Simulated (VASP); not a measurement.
Crystal: CoO.

```
Co O
1.0
    -1.50800    1.50800    2.10725
     1.50800   -1.50800    2.10725
     1.50800    1.50800   -2.10725
Co O
1 1
Cartesian
  0.0000 0.0000 0.0000
  0.0000 0.0000 2.1072
```

Base run:

```yaml
Program: VASP 6.6.1
Functional: PBEsol
Potentials_or_basis: VASP PAW PBE potentials, release 64 (Co, O)
Cutoff: 520 eV
k_mesh: 12 × 12 × 12
Occupations: gaussian, width 0.1 eV
Spin: collinear spin, ferromagnetic start
Starting_moments: "[2.74, 0.38] μB"
```

Its results: pressure -9.7 GPa; net moment 2.93 μB per cell; site moments Co +2.56; O +0.32 μB.

The run is repeated on the same cell with these changes: k mesh from 12 × 12 × 12 to 6 × 6 × 6. What comes out?

Pressure -11.5 GPa; net moment 2.78 μB per cell; site moments Co +2.46; O +0.27 μB.

Caveats: some runs use coarse meshes; the PAW data sets were made with another functional, which shifts forces and pressure a little; a cell with one magnetic atom can't hold antiferromagnetic order, which such compounds often take.
